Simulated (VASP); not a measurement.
Write the native input for VASP 6.6.1 that does the following.

| Quantity | Value |
| --- | --- |
| Task | single point |
| Functional | PBE |
| Potentials or basis | VASP PAW PBE potentials, release 64 (Cu, O) |
| Cutoff | 600 eV |
| k mesh | 14 × 14 × 8 |
| Occupations | gaussian, width 0.1 eV |
| Spin | no spin polarisation |
| Dipole correction | no |
| Further INCAR settings | ALGO = Normal; EDIFF = 1e-06; NBANDS = 25 |

The structure of CuO lies in POSCAR:

```
CuO
1.0
    2.1071599123     -2.1135139070      0.1651959259
    2.1071594584      2.1135143549      0.1651959856
   -0.4036590199     -0.0000001161      5.1488791583
Cu O
2 2
Direct
    0.0000000000      0.5000000000      0.0000000000
    0.5000000000      0.0000000000      0.5000000000
    0.5000000000      0.5000000000      0.2500000000
    0.5000000000      0.5000000000      0.7500000000
```

One way to write it, as run:

INCAR

```
  ALGO = Normal
  EDIFF = 1E-6
  ENCUT = 600
  GGA = PE
  GGA_COMPAT = False
  ISIF = 2
  ISMEAR = 0
  LASPH = True
  LCHARG = True
  LELF = True
  LREAL = False
  LVHAR = True
  LWAVE = False
  NBANDS = 25
  NELM = 120
  PREC = Accurate
  SIGMA = 0.1
```

KPOINTS

```
k-points
0
Gamma
  14 14 8
```

Potentials or basis: VASP PAW PBE potentials, release 64 (Cu, O).

Run with:

```console
$ cat potpaw_PBE.64/Cu/POTCAR potpaw_PBE.64/O/POTCAR > POTCAR
$ mpirun -np 1 vasp_std > vasp.out
```

It gave:

- Pressure: -3.3 GPa
- Band gap on the k mesh: zero (bands 17 and 18 overlap by 1.19 eV)

Caveat: the cell stands under tension; semilocal functionals often make such compounds metallic where correlation or magnetic order opens a gap, which also shifts bond lengths.

Wall time 7.4 min on 1 thread of Oxide Virtual Turin-like Processor, with other jobs on the host, peak memory 0.39 GiB.
